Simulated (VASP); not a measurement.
A run of VASP 6.6.1:

Contents of POSCAR:

```
Sb
1.0
    2.1684666409      1.2519647989      3.7828881425
   -2.1684666409      1.2519647989      3.7828881425
    0.0000000000     -2.5039295978      3.7828881425
Sb
2
Direct
    0.7665100000      0.7665100000      0.7665100000
    0.2334900000      0.2334900000      0.2334900000
```

File INCAR.step1:

```
SYSTEM = Sb
PREC     = Accurate       ! precision mode
ENCUT    = 520            ! plane-wave cutoff, eV
EDIFF    = 1E-5           ! SCF threshold, eV
ISMEAR   = -1             ! smearing method
SIGMA    = 0.05           ! smearing width, eV
LREAL    = .False.        ! projectors in reciprocal space
LASPH    = .True.         ! aspherical terms in the spheres
NELM     = 60             ! most SCF steps
ALGO     = Normal         ! electronic algorithm
ISIF     = 2              ! what is computed and relaxed
LWAVE    = .True.         ! write WAVECAR
LCHARG   = .False.        ! write CHGCAR
NBANDS   = 12             ! bands
GGA      = PE             ! functional
```

Contents of INCAR.step2:

```
SYSTEM = Sb
PREC     = Accurate       ! precision mode
ENCUT    = 520            ! plane-wave cutoff, eV
EDIFF    = 1E-6           ! SCF threshold, eV
ISMEAR   = -1             ! smearing method
SIGMA    = 0.05           ! smearing width, eV
LREAL    = .False.        ! projectors in reciprocal space
LASPH    = .True.         ! aspherical terms in the spheres
NELM     = 60             ! most SCF steps
ALGO     = Normal         ! electronic algorithm
ISIF     = 2              ! what is computed and relaxed
LWAVE    = .False.        ! write WAVECAR
LCHARG   = .False.        ! write CHGCAR
GGA      = PE             ! functional
LHFCALC  = .True.         ! exact exchange
HFSCREEN = 0.2079         ! screening, 1/A
PRECFOCK = Normal       
NBANDS   = 12             ! bands
ISTART   = 1
```

KPOINTS

```
Automatic mesh
0
Gamma
  4 4 4
  0 0 0
```

Potentials or basis: VASP PAW PBE potentials, release 64 (Sb).

Launch:

```bash
$ cat potpaw_PBE.64/Sb/POTCAR > POTCAR
$ cp INCAR.step1 INCAR
$ mpirun -np 1 vasp_std > vasp.out
$ cp INCAR.step2 INCAR
$ mpirun -np 1 vasp_std > vasp.out
```

Hardware: 1 thread of Intel(R) Xeon(R) 6975P-C (Granite Rapids) (shared host).

Question: Estimate the wall time of this run.

Answer: It took 6 min on 1 thread of Intel(R) Xeon(R) 6975P-C (Granite Rapids) (shared host), peak memory 0.3 GiB. Counts: k points 13.
